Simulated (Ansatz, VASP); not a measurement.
# Two plane-wave programs on ZrSnTe4

The input INCAR:

```
SYSTEM = ZrSnTe4
ALGO = Normal
EDIFF = 1E-7
EDIFFG = -0.01
ENCUT = 600
GGA = PE
IBRION = 2
ISIF = 3
ISMEAR = 0
LASPH = .True.
LCHARG = .False.
LREAL = .False.
LWAVE = .False.
NELM = 100
NSW = 100
PREC = Accurate
SIGMA = 0.1
```

KPOINTS

```
k-points
0
Gamma
  6 6 6
  0 0 0
```

POSCAR

```
ZrSnTe4
1.0
    5.8808519055      0.0000000000      0.0000000000
    0.0000000000      5.8808519055      0.0000000000
    0.0000000000      0.0000000000      6.1673267919
Zr Sn Te
1 1 4
Direct
    0.0000000000      0.0000000000      0.5000000000
    0.0000000000      0.0000000000      0.0000000000
    0.0000000000      0.5000000000      0.0000000000
    0.5000000000      0.0000000000      0.0000000000
    0.0000000000      0.5000000000      0.5000000000
    0.5000000000      0.0000000000      0.5000000000
```

Input for Ansatz:

```yaml
crystal:
  lattice:
    - [5.8808519055, 0.0, 0.0]
    - [0.0, 5.8808519055, 0.0]
    - [0.0, 0.0, 6.1673267919]
  atoms:
    - { symbol: Zr, position: [0.0, 0.0, 0.5] }
    - { symbol: Sn, position: [0.0, 0.0, 0.0] }
    - { symbol: Te, position: [0.0, 0.5, 0.0] }
    - { symbol: Te, position: [0.5, 0.0, 0.0] }
    - { symbol: Te, position: [0.0, 0.5, 0.5] }
    - { symbol: Te, position: [0.5, 0.0, 0.5] }
basis:
  ecutwfc: 420
kpoints:
  mp_grid: { grid: [6, 6, 6] }
hamiltonian:
  xc: pbe
scf:
  occupations: { method: gaussian, width: 0.1 }
output:
  forces: true
  stress: true
  eigenvalues: true
  write_density: true
  write_potential: true
  elf: true
  volumetric_format: npy
relax:
  adjacent_minimum: "off"
  f_tol: 0.01
  max_steps: 80
  cell: { stress_tol: 0.05 }
```

Alike in both runs: task relaxation of cell and atoms; functional PBE; k mesh 6 × 6 × 6; occupations gaussian, width 0.1 eV; no spin polarisation.

|  | VASP | Ansatz |
| --- | --- | --- |
| version | VASP 6.6.1 | Ansatz 0.2.0 |
| potentials or method | VASP PAW PBE potentials, release 64 (Zr_sv, Sn_d, Te), cutoff 600 eV | scalar-relativistic, plane waves, PAW |
| valence electrons in the cell | 50 | 90 |

Ansatz gave:

| Item | Value |
| --- | --- |
| gap on the k mesh at the Fermi level, each at its own relaxed structure (eV) | none |
| relaxed volume (Å³/atom) | 35.85 |
| relaxed length of the cell vector where the two differ most in proportion (Å) | 6.109 |

**Question.** Which values does VASP return?

**Answer.** gap on the k mesh at the Fermi level, each at its own relaxed structure (eV): none; relaxed volume (Å³/atom): 35.83; relaxed length of the cell vector where the two differ most in proportion (Å): 6.104.

A gap of «none» marks a metal or a gap that the smearing closes. VASP's potentials hold 50 valence electrons a cell and Ansatz's 90, so a difference there can come from the potentials and not from the codes.

Neither program's run includes spin-orbit coupling.
